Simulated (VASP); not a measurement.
Runs of VASP 6.6.1 on Mn. The structure is that of space group Pm-3m (No. 221), or close to it. The cells are those of the table. 

| task | spin | cell | k mesh | cutoff (eV) | smearing | gap on the mesh (eV) | pressure (GPa) |
| --- | --- | --- | --- | --- | --- | --- | --- |
| single point | off | a = 2.137 Å, 1 atom | 16 × 16 × 16 | 520 | fermi-dirac 0.1 eV | none | (b) |
| single point | collinear, ferromagnetic start | a = 2.314 Å, 1 atom | 16 × 16 × 16 | 520 | fermi-dirac 0.05 eV | none | -22.0 |
| single point | off | a = 2.169 Å, 1 atom | 16 × 16 × 16 | 520 | fermi-dirac 0.1 eV | none | 26.6 |
| single point | off | a = 2.288 Å, 1 atom | 16 × 16 × 16 | 520 | fermi-dirac 0.1 eV | none | -16.0 |
| single point | off | a = 2.230 Å, 1 atom | 16 × 16 × 16 | 520 | fermi-dirac 0.1 eV | none | 0.8 |
| single point | off | a = 2.230 Å, 1 atom | 13 × 13 × 13 | 520 | fermi-dirac 0.1 eV | none | 0.8 |
| relaxation of cell and atoms | off | relaxed from a = 2.332 Å, 1 atom | 13 × 13 × 13 | 600 | fermi-dirac 0.1 eV | none | -0.1 |
| single point | off | a = 2.259 Å, 1 atom | 16 × 16 × 16 | 520 | fermi-dirac 0.1 eV | none | (a) |
| single point | off | a = 2.316 Å, 1 atom | 16 × 16 × 16 | 520 | fermi-dirac 0.1 eV | none | -22.0 |
| single point | off | a = 2.200 Å, 1 atom | 16 × 16 × 16 | 520 | fermi-dirac 0.1 eV | none | 12.3 |

Alike in all rows: level LDA; potentials or basis VASP PAW LDA potentials, release 64 (Mn_pv).

**Question.** Estimate the missing entries.

**Answer.** (a) -8.5; (b) 44.4.

A gap of «none» marks levels without a gap at the run's occupations.
